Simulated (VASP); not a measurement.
# LiH in VASP: single point with PBEsol

Aim: the single point of LiH with PBEsol.

Everything below comes from runs of VASP 6.6.1. Logs are shortened: lines on timing, memory, paths and dates and some standing lists are left out, and cuts for length are marked.

## 1. The cell of the first run

The cell holds a slab with vacuum, 24 atoms: a = 2.814 Å, b = 3.980 Å, c = 28.478 Å, α = 90.00°, β = 90.00°, γ = 90.00°.

## 2. Single point, PBEsol

Input file INCAR:

```
ALGO = Normal
EDIFF = 1E-6
ENCUT = 520
GGA = PS
ISIF = 2
ISMEAR = -1
LASPH = T
LCHARG = T
LELF = T
LREAL = Auto
LVHAR = T
LWAVE = F
NBANDS = 42
NELM = 100
PREC = Accurate
SIGMA = 0.05
```

Input file KPOINTS:

```
k-points
0
Gamma
  6 4 1
```

Input file POSCAR:

```
LiH
1.0
    1.9899850000     -1.9899850000      0.0000000000
    0.0000000000      0.0000000000      3.9799690000
  -20.1373030000    -20.1373030000      0.0000000000
H Li
12 12
Direct
    0.5000620000      0.0000710000      0.7707820000
    0.5021040000      0.9995440000      0.5738290000
    0.5038270000      0.9989010000      0.3760190000
    0.5014210000      0.0002520000      0.6723730000
    0.5030920000      0.9991710000      0.4749770000
    0.5047650000      0.9984010000      0.2763980000
    0.0016670000      0.4998980000      0.6236310000
    0.0028020000      0.4987650000      0.4258530000
    0.0044670000      0.4980880000      0.2289390000
    0.0007500000      0.5002400000      0.7234810000
    0.0027390000      0.4993930000      0.5247380000
    0.0044070000      0.4989220000      0.3271880000
    0.0012670000      0.9999250000      0.6238550000
    0.0022070000      0.9990060000      0.4257850000
    0.0042260000      0.9979670000      0.2324990000
    0.0006210000      0.0001830000      0.7253500000
    0.0018030000      0.9996180000      0.5245990000
    0.0025120000      0.9984180000      0.3276970000
    0.4997110000      0.5003290000      0.7671640000
    0.5017310000      0.4998860000      0.5738220000
    0.5020760000      0.4988770000      0.3757680000
    0.5008920000      0.4998050000      0.6719860000
    0.5016370000      0.4993200000      0.4750010000
    0.5041540000      0.4982370000      0.2744400000
```

Potentials or basis: VASP PAW PBE potentials, release 64 (H, Li_sv).

The run is started by

```
$ cat potpaw_PBE.64/H/POTCAR potpaw_PBE.64/Li_sv/POTCAR > POTCAR
$ mpirun -np 1 vasp_std > vasp.out
```

OUTCAR:

```text
EDIFF = 1E-6
   ENCUT = 520
   GGA = PS
   ISIF = 2
   ISMEAR = -1
   LASPH = T
   LREAL = Auto
   NELM = 100
   PREC = Accurate

 ion  position               nearest neighbor table
   1  0.500  0.000  0.771-
   2  0.502  1.000  0.574-
   3  0.504  0.999  0.376-
   4  0.501  0.000  0.672-
   5  0.503  0.999  0.475-
   6  0.505  0.998  0.276-
[... 16 lines left out ...]
  23  0.502  0.499  0.475-
  24  0.504  0.498  0.274-

  LATTYP: Found a simple orthorhombic cell.
 ALAT       =     2.8142637759
 B/A-ratio  =     1.4142132070
 C/A-ratio  =    10.1193240150

  Lattice vectors:

 A1 = (   1.9899850000,  -1.9899850000,   0.0000000000)
 A2 = (   0.0000000000,   0.0000000000,   3.9799690000)
 A3 = ( -20.1373030000, -20.1373030000,   0.0000000000)

Analysis of symmetry for initial positions (statically):
=====================================================================
 Subroutine PRICEL returns:
 Original cell was already a primitive cell.

 Routine SETGRP: Setting up the symmetry group for a
 simple orthorhombic supercell.

 Subroutine GETGRP returns: Found  1 space group operations
 (whereof  1 operations were pure point group operations)
 out of a pool of  8 trial point group operations.

The static configuration has the point symmetry C_1 .

Analysis of symmetry for dynamics (positions and initial velocities):
=====================================================================
 Subroutine PRICEL returns:
 Original cell was already a primitive cell.

 Routine SETGRP: Setting up the symmetry group for a
 simple orthorhombic supercell.

 Subroutine GETGRP returns: Found  1 space group operations
 (whereof  1 operations were pure point group operations)
 out of a pool of  8 trial point group operations.

The dynamic configuration has the point symmetry C_1 .

 Subroutine INISYM returns: Found  1 space group operations
 (whereof  1 operations are pure point group operations),
 and found     1 'primitive' translations

----------------------------------------------------------------------------------------

[... 124 lines left out ...]
   NELM   =    100;   NELMIN=  2; NELMDL= -5     # of ELM steps
   EDIFF  = 0.1E-05   stopping-criterion for ELM
   LREAL  =      T    real-space projection
   EDIFFG = 0.1E-04   stopping-criterion for IOM
   NSW    =      0    number of steps for IOM
   IBRION =     -1    ionic relax: 0-MD 1-quasi-New 2-CG
   NFREE  =      0    steps in history (QN), initial steepest desc. (CG)
   ISIF   =      2    stress and relaxation
   ISYM   =      2    0-nonsym 1-usesym 2-fastsym
   POTIM  = 0.5000    time-step for ionic-motion
   TEBEG  =    0.0;   TEEND  =   0.0 temperature during run
   PSTRESS=    0.0 pullay stress
   NELECT =      48.0000    total number of electrons
   NUPDOWN=      -1.0000    fix difference up-down
   EMIN   =  10.00;   EMAX   =-10.00  energy-range for DOS
   EFERMI =   0.00;   METHOD = LEGACY
   ISMEAR =    -1;   SIGMA  =   0.05  broadening in eV -4-tet -1-fermi 0-gaus
   EFERMI_NEDOS =   21; number of points for ismear=-14 and -15
   IALGO  =     38    algorithm
   IMIX   =      4    mixing-type and parameters
     AMIX     =   0.40;   BMIX     =  1.00
     AMIX_MAG =   1.60;   BMIX_MAG =  1.00
  volume/ion in A,a.u.               =      13.29        89.69
  Fermi-wavevector in a.u.,A,eV,Ry     =   0.870766  1.645510 10.316401  0.758234
  Thomas-Fermi vector in A             =   1.989778
   LORBIT       =      0    0 simple, 1 ext, 2 COOP (PROOUT), +10 PAW based schemes
   GGA     = PS    functional components
   LHFCALC =     F    Hartree Fock is set to
   AEXX    =    0.0000 exact exchange contribution
   IVDW    =     0    specifies the selected vdW correction
   LEPSILON=     F    determine dielectric tensor
   LRPA    =     F    only Hartree local field effects (RPA)
 non-spin polarized calculation
  energy-cutoff  :      520.00
  volume of cell :      318.98
 maximum number of plane-waves:      8644
 NGX is ok and might be reduce to    24
   NGX = 11   NGY = 15   NGZ =105

 number of electron      47.9999976 magnetization

 Free energy of the ion-electron system (eV)
  ---------------------------------------------------
  ext. energy  EPLUGINS =         0.00000000
  ---------------------------------------------------
  free energy    TOTEN  =       -72.28356009 eV

  energy without entropy =      -72.28356009  energy(sigma->0) =      -72.28356009

 E-fermi :  -0.4179     XC(G=0):  -5.6294

 val. band max:       -1.5810294502   @ k =   0.5000   0.0000   0.0000
 cond. band min:       1.2478708217   @ k =   0.0000   0.0000   0.0000
 fundamental gap:      2.8289002719
 Fermi energy:        -0.4178867438

 k-point     1 :       0.0000    0.0000    0.0000
  band No.  band energies     occupation
      1     -46.0082      2.00000
      2     -45.9873      2.00000
      3     -45.3523      2.00000
      4     -45.3431      2.00000
      5     -45.2717      2.00000
      6     -45.2530      2.00000
[... 535 lines left out ...]
     35       3.5199      0.00000
     36       3.5319      0.00000
 [bands above 36 left out]

------------------------ aborting loop because EDIFF is reached ----------------------------------------

  FORCE on cell =-STRESS in cart. coord.  units (eV):
  Direction    XX          YY          ZZ          XY          YZ          ZX
  --------------------------------------------------------------------------------------
  -------------------------------------------------------------------------------------
  Total        0.6274686      0.7009028     -2.6252247     -0.9440136      0.0195452      0.0213762
  in kB        3.1516777      3.5205264    -13.1860969     -4.7416340      0.0981726      0.1073692
  external PRESSURE =      -2.1712976 kB  Pullay stress =       0.0000000 kB

 VOLUME and BASIS-vectors are now :
 -----------------------------------------------------------------------------
  energy-cutoff  :      520.00
  volume of cell :      318.98
      direct lattice vectors                 reciprocal lattice vectors
     1.989985000 -1.989985000  0.000000000     0.251258175 -0.251258175  0.000000000
     0.000000000  0.000000000  3.979969000     0.000000000  0.000000000  0.251258238
   -20.137303000-20.137303000  0.000000000    -0.024829541 -0.024829541  0.000000000

 POSITION                                       TOTAL-FORCE (eV/Angst)
 -----------------------------------------------------------------------------------
    -14.52635    -16.51659      0.00028         0.008090      0.002580      0.001479
    -10.55619    -12.55455      3.97815        -0.001385     -0.000608      0.001746
     -6.56940     -8.57462      3.97560        -0.002022      0.006182     -0.001104
    -12.54196    -14.53760      0.00100        -0.027981     -0.027254     -0.002729
     -8.56361    -10.56590      3.97667        -0.000570      0.005284      0.000054
     -4.56144     -6.57039      3.97361         0.006213      0.012920     -0.000811
[... 16 lines left out ...]
     -8.56699    -10.56349      1.98728         0.000416     -0.007549     -0.002190
     -4.52322     -6.52974      1.98297        -0.011751     -0.010632      0.000359
 -----------------------------------------------------------------------------------
    total drift:                               -0.019805      0.005269      0.003191

  FREE ENERGIE OF THE ION-ELECTRON SYSTEM (eV)
  ---------------------------------------------------
  free  energy   TOTEN  =       -72.2835600948 eV

  energy  without entropy=      -72.2835600947  energy(sigma->0) =      -72.28356009
```

stdout:

```text
POSCAR found type information on POSCAR H Li
 POSCAR found :  2 types and      24 ions
 scaLAPACK will be used
 -----------------------------------------------------------------------------
|                                                                             |
|                                                                             |
|     You enforced a specific xc type in the INCAR file but a different       |
|     I HOPE YOU KNOW WHAT YOU ARE DOING!                                     |
|                                                                             |
 -----------------------------------------------------------------------------

 LDA part: xc-table for (Slater+PW92), standard interpolation
 POSCAR, INCAR and KPOINTS ok, starting setup
 FFT: planning ... GRIDC
 FFT: planning ... GRID_SOFT
 FFT: planning ... GRID
 WAVECAR not read
 entering main loop
```

Run time: 11 min. Hardware: 1 thread of AMD EPYC 7R43 (Zen 3), shared host; peak memory 0.37 GiB.

Results:

```yaml
Free_energy: -72.2836 eV
Largest_force: 0.039 eV/Å
Band_gap_on_the_k_mesh: 2.83 eV, indirect (least direct gap 2.87 eV)
```

Forces in eV/Å, atoms in the order of the input:
```
H    0.008  0.003  0.001
H   -0.001 -0.001  0.002
H   -0.002  0.006 -0.001
H   -0.028 -0.027 -0.003
H   -0.001  0.005  0.000
H    0.006  0.013 -0.001
H   -0.003 -0.002  0.000
H    0.006  0.007  0.003
H   -0.004 -0.004  0.001
H    0.000  0.005 -0.001
H    0.004  0.009  0.001
H    0.016  0.024 -0.003
Li   0.002  0.003 -0.001
Li  -0.008 -0.009  0.001
Li   0.007  0.005  0.003
Li   0.013  0.018 -0.001
Li  -0.002 -0.003 -0.001
Li  -0.003 -0.012  0.003
Li  -0.009 -0.018 -0.002
Li  -0.003 -0.004 -0.001
Li   0.000 -0.008 -0.001
Li   0.012  0.009  0.003
Li   0.000 -0.008 -0.002
Li  -0.012 -0.011  0.000
```

Levels at points of the mesh, in eV from the valence-band top:
| k point | band 21 | band 22 | band 23 | band 24 | band 25 | band 26 | band 27 | band 28 |
| --- | --- | --- | --- | --- | --- | --- | --- | --- |
| (0.00, 0.00, 0.00) | -0.97 | -0.49 | -0.19 | -0.04 | 2.83 | 3.14 | 3.53 | 3.62 |
| (0.50, 0.00, 0.00) | -0.71 | -0.71 | -0.01 | 0.00 | 2.96 | 2.97 | 3.80 | 3.80 |
| (0.00, 0.50, 0.00) | -2.94 | -2.94 | -2.42 | -2.41 | 3.49 | 3.50 | 4.98 | 4.99 |
| (0.50, 0.50, 0.00) | -0.78 | -0.78 | -0.20 | -0.19 | 4.74 | 4.75 | 4.79 | 4.80 |

Caveat: the cutoff is under 1.25 times the usual one of these potentials, so pressure, stress and relaxed cells hold a basis-set (Pulay) error; the PAW data sets were made with another functional, which shifts forces and pressure a little.
